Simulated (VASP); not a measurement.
# Au (P6_3/mmc) in VASP: a series of runs

The runs below take Au through single point, with PBEsol.

Program: VASP 6.6.1. These are calculated values, not measurements. Logs are shortened: lines on timing, memory, paths and dates and some standing lists are left out, and cuts for length are marked.

### 1 The cell of the first run

Symmetry: P6_3/mmc, No. 194, hexagonal system. Conventional cell: a = 2.906 Å, b = 2.906 Å, c = 9.680 Å, α = 90.00°, β = 90.00°, γ = 120.00°. Within 3.8 Å of Au (site symmetry -3m) lie 12 Au at 2.91 to 2.94 Å. Au (site symmetry -6m2) has 12 Au at 2.91 to 2.94 Å within 3.8 Å.

### 2 Single point, PBEsol (volume scaled by 1.04)

The input, INCAR:

```
SYSTEM = Au
ALGO = Normal
EDIFF = 1E-6
ENCUT = 520
GGA = PS
ISIF = 2
ISMEAR = -1
LASPH = .True.
LCHARG = .False.
LREAL = .False.
LWAVE = .False.
NBANDS = 30
NELM = 60
PREC = Accurate
SIGMA = 0.1
```

The input, KPOINTS:

```
k-points
0
Gamma
  14 14 4
  0 0 0
```

The input, POSCAR:

```
Au
1.0
    2.9060441745      0.0000000000      0.0000000000
   -1.4530220872      2.5167080797      0.0000000000
    0.0000000000      0.0000000000      9.6795355176
Au
4
Direct
    0.0000000000      0.0000000000      1.0000000000
    0.0000000000      0.0000000000      0.5000000000
    0.3333333333      0.6666666667      0.2500000000
    0.6666666667      0.3333333333      0.7500000000
```

Potentials or basis: VASP PAW PBE potentials, release 64 (Au).

Command:

```bash
$ cat potpaw_PBE.64/Au/POTCAR > POTCAR
$ mpirun -np 1 vasp_std > vasp.out
```

OUTCAR:

```text
SYSTEM = Au
   EDIFF = 1E-6
   ENCUT = 520
   GGA = PS
   ISIF = 2
   ISMEAR = -1
   LASPH = .True.
   LREAL = .False.
   NELM = 60
   PREC = Accurate

 ion  position               nearest neighbor table
   1  0.000  0.000  0.000-   3 2.94   4 2.94   4 2.94   3 2.94   4 2.94   3 2.94
   2  0.000  0.000  0.500-   3 2.94   4 2.94   4 2.94   3 2.94   4 2.94   3 2.94
   3  0.333  0.667  0.250-   1 2.94   2 2.94   1 2.94   2 2.94   1 2.94   2 2.94
   4  0.667  0.333  0.750-   1 2.94   2 2.94   1 2.94   2 2.94   1 2.94   2 2.94

  LATTYP: Found a hexagonal cell.
 ALAT       =     2.9060441745
 C/A-ratio  =     3.3308287612

  Lattice vectors:

 A1 = (   2.9060441745,   0.0000000000,   0.0000000000)
 A2 = (  -1.4530220872,   2.5167080797,   0.0000000000)
 A3 = (   0.0000000000,   0.0000000000,   9.6795355176)

Analysis of symmetry for initial positions (statically):
=====================================================================
 Subroutine PRICEL returns:
 Original cell was already a primitive cell.

 Routine SETGRP: Setting up the symmetry group for a
 hexagonal supercell.

 Subroutine GETGRP returns: Found 24 space group operations
 (whereof 12 operations were pure point group operations)
 out of a pool of 24 trial point group operations.

The static configuration has the point symmetry D_3d.
 The point group associated with its full space group is D_6h.

Analysis of symmetry for dynamics (positions and initial velocities):
=====================================================================
 Subroutine PRICEL returns:
 Original cell was already a primitive cell.

 Routine SETGRP: Setting up the symmetry group for a
 hexagonal supercell.

 Subroutine GETGRP returns: Found 24 space group operations
 (whereof 12 operations were pure point group operations)
 out of a pool of 24 trial point group operations.

The dynamic configuration has the point symmetry D_3d.
 The point group associated with its full space group is D_6h.

 Subroutine INISYM returns: Found 24 space group operations
 (whereof 12 operations are pure point group operations),
 and found     1 'primitive' translations

----------------------------------------------------------------------------------------

                                     Primitive cell

  volume of cell :      70.7929

  direct lattice vectors                    reciprocal lattice vectors
     2.906044174  0.000000000  0.000000000     0.344110392  0.198672227  0.000000000
    -1.453022087  2.516708080  0.000000000     0.000000000  0.397344455  0.000000000
[... 90 lines left out ...]
   LREAL  =      F    real-space projection
   EDIFFG = 0.1E-04   stopping-criterion for IOM
   NSW    =      0    number of steps for IOM
   IBRION =     -1    ionic relax: 0-MD 1-quasi-New 2-CG
   NFREE  =      0    steps in history (QN), initial steepest desc. (CG)
   ISIF   =      2    stress and relaxation
   ISYM   =      2    0-nonsym 1-usesym 2-fastsym
   POTIM  = 0.5000    time-step for ionic-motion
   TEBEG  =    0.0;   TEEND  =   0.0 temperature during run
   PSTRESS=    0.0 pullay stress
   NELECT =      44.0000    total number of electrons
   NUPDOWN=      -1.0000    fix difference up-down
   EMIN   =  10.00;   EMAX   =-10.00  energy-range for DOS
   EFERMI =   0.00;   METHOD = LEGACY
   ISMEAR =    -1;   SIGMA  =   0.10  broadening in eV -4-tet -1-fermi 0-gaus
   EFERMI_NEDOS =   21; number of points for ismear=-14 and -15
   IALGO  =     38    algorithm
   IMIX   =      4    mixing-type and parameters
     AMIX     =   0.40;   BMIX     =  1.00
     AMIX_MAG =   1.60;   BMIX_MAG =  1.00
  volume/ion in A,a.u.               =      17.70       119.43
  Fermi-wavevector in a.u.,A,eV,Ry     =   1.397105  2.640147 26.557263  1.951904
  Thomas-Fermi vector in A             =   2.520394
   LORBIT       =      0    0 simple, 1 ext, 2 COOP (PROOUT), +10 PAW based schemes
   GGA     = PS    functional components
   LHFCALC =     F    Hartree Fock is set to
   AEXX    =    0.0000 exact exchange contribution
   IVDW    =     0    specifies the selected vdW correction
   LEPSILON=     F    determine dielectric tensor
   LRPA    =     F    only Hartree local field effects (RPA)
 non-spin polarized calculation
  energy-cutoff  :      520.00
  volume of cell :       70.79
 maximum number of plane-waves:      1956
 NGX is ok and might be reduce to    24
   NGX = 11   NGY = 11   NGZ = 35

 number of electron      44.0000006 magnetization

 Free energy of the ion-electron system (eV)
  ---------------------------------------------------
  ext. energy  EPLUGINS =         0.00000000
  ---------------------------------------------------
  free energy    TOTEN  =       -15.63654914 eV

  energy without entropy =      -15.59084101  energy(sigma->0) =      -15.61369507

 E-fermi :   8.6095     XC(G=0): -12.6620

 val. band max:        8.5969194856   @ k =   0.2857   0.2143   0.5000
 cond. band min:       8.6760856789   @ k =   0.4286   0.0714   0.5000
 fundamental gap:      0.0791661933
 Fermi energy:         8.6095076587

 k-point     1 :       0.0000    0.0000    0.0000
  band No.  band energies     occupation
      1      -0.8668      2.00000
      2       0.8120      2.00000
      3       0.8221      2.00000
      4       1.6041      2.00000
      5       4.0152      2.00000
      6       4.0235      2.00000
[... 781 lines left out ...]
     29      15.0400      0.00000
     30      17.3828      0.00000

 [... further k-points ...]

------------------------ aborting loop because EDIFF is reached ----------------------------------------

  FORCE on cell =-STRESS in cart. coord.  units (eV):
  Direction    XX          YY          ZZ          XY          YZ          ZX
  --------------------------------------------------------------------------------------
  -------------------------------------------------------------------------------------
  Total       -2.7092016     -2.7092016     -2.8718687     -0.0000000      0.0000000      0.0000000
  in kB      -61.3143786    -61.3143786    -64.9958432     -0.0000000      0.0000000      0.0000000
  external PRESSURE =     -62.5415335 kB  Pullay stress =       0.0000000 kB

 VOLUME and BASIS-vectors are now :
 -----------------------------------------------------------------------------
  energy-cutoff  :      520.00
  volume of cell :       70.79
      direct lattice vectors                 reciprocal lattice vectors
     2.906044174  0.000000000  0.000000000     0.344110392  0.198672227  0.000000000
    -1.453022087  2.516708080  0.000000000     0.000000000  0.397344455  0.000000000
     0.000000000  0.000000000  9.679535518     0.000000000  0.000000000  0.103310742

 POSITION                                       TOTAL-FORCE (eV/Angst)
 -----------------------------------------------------------------------------------
      0.00000      0.00000      0.00000        -0.000000      0.000000      0.000000
      0.00000      0.00000      4.83977         0.000000      0.000000      0.000000
     -0.00000      1.67781      2.41988         0.000000      0.000000     -0.000000
      1.45302      0.83890      7.25965        -0.000000     -0.000000      0.000000
 -----------------------------------------------------------------------------------
    total drift:                               -0.000000      0.000000      0.000000

  FREE ENERGIE OF THE ION-ELECTRON SYSTEM (eV)
  ---------------------------------------------------
  free  energy   TOTEN  =       -15.6365491404 eV

  energy  without entropy=      -15.5908410088  energy(sigma->0) =      -15.61369507
```

stdout:

```text
POSCAR found type information on POSCAR Au
 POSCAR found :  1 types and       4 ions
 scaLAPACK will be used
 -----------------------------------------------------------------------------
|                                                                             |
|                                                                             |
|     You enforced a specific xc type in the INCAR file but a different       |
|     I HOPE YOU KNOW WHAT YOU ARE DOING!                                     |
|                                                                             |
 -----------------------------------------------------------------------------

 LDA part: xc-table for (Slater+PW92), standard interpolation
 POSCAR, INCAR and KPOINTS ok, starting setup
 FFT: planning ... GRIDC
 FFT: planning ... GRID_SOFT
 FFT: planning ... GRID
 WAVECAR not read
 entering main loop
```

Run time: 61 s. Hardware: 1 thread of Intel Xeon 6975P-C (Granite Rapids), shared host; peak memory 0.26 GiB.

What came out:

```yaml
Free_energy: -15.6365 eV
Pressure: -6.3 GPa
Band_gap_on_the_k_mesh: zero (band 22 reaches 11.09 eV, above the bottom of band 23 at 6.41 eV)
```

Levels at points of the mesh, in eV from the Fermi level:
```csv
k point,band 20,band 21,band 22,band 23,band 24,band 25
"(0.00, 0.00, 0.00)",-2.52,-2.52,-1.98,-1.98,-0.93,2.64
"(0.50, 0.00, 0.00)",-1.64,-0.42,0.36,1.10,1.39,3.50
"(0.00, 0.00, 0.50)",-3.04,-2.20,-2.20,-2.20,-2.20,5.76
"(0.50, 0.00, 0.50)",-1.65,0.33,0.33,1.26,1.26,4.05
```

Caveat: the PAW data sets were made with another functional, which shifts forces and pressure a little; spin-orbit coupling is left out, which moves the levels of the heavy elements.

### 3 Single point, PBEsol (volume scaled by 1.08)

The input, INCAR:

```
PREC = Accurate ; ENCUT = 520
EDIFF = 1E-7 ; ISMEAR = -1
SIGMA = 0.1 ; LREAL = F
LASPH = T ; NELM = 100
ALGO = Normal ; ISIF = 2
LWAVE = F ; LCHARG = F
GGA = PS ; NBANDS = 30
```

The input, KPOINTS:

```
regular mesh
0
Gamma
  14 14 4
```

The input, POSCAR:

```
Au
1.0
    2.9428334493      0.0000000000      0.0000000000
   -1.4714167246      2.5485685262      0.0000000000
    0.0000000000      0.0000000000      9.8020742922
Au
4
Direct
    0.0000000000      0.0000000000      1.0000000000
    0.0000000000      0.0000000000      0.5000000000
    0.3333333333      0.6666666667      0.2500000000
    0.6666666667      0.3333333333      0.7500000000
```

Potentials or basis: VASP PAW PBE potentials, release 64 (Au).

Command:

```bash
$ cat potpaw_PBE.64/Au/POTCAR > POTCAR
$ mpirun -np 1 vasp_std > vasp.out
```

Run time: 75 s. Hardware: 1 thread of Intel Xeon 6975P-C (Granite Rapids), shared host; peak memory 0.26 GiB.

The run converged. Its results:

| Quantity | Value |
| --- | --- |
| Free energy | -15.4918 eV |
| Pressure | -10.8 GPa |
| Band gap on the k mesh | zero (band 22 reaches 10.40 eV, above the bottom of band 23 at 5.86 eV) |

Stress tensor (GPa, compression positive):
```
-10.74   0.00   0.00
  0.00 -10.74   0.00
  0.00   0.00 -10.93
```

Levels at points of the mesh, in eV from the Fermi level:
```csv
k point,band 18,band 19,band 20,band 21,band 22,band 23,band 24,band 25,band 26,band 27
"(0.00, 0.00, 0.00)",-2.70,-2.70,-2.45,-2.45,-1.94,-1.94,-0.75,2.47,10.27,10.33
"(0.50, 0.00, 0.00)",-1.66,-1.64,-1.62,-0.27,0.49,1.06,1.35,3.31,3.55,5.83
"(0.00, 0.00, 0.50)",-2.93,-2.87,-2.87,-2.15,-2.15,-2.15,-2.15,5.58,5.58,14.10
"(0.50, 0.00, 0.50)",-1.77,-1.64,-1.64,0.37,0.37,1.24,1.24,3.92,3.92,5.14
```

Caveat: the PAW data sets were made with another functional, which shifts forces and pressure a little; spin-orbit coupling is left out, which moves the levels of the heavy elements.
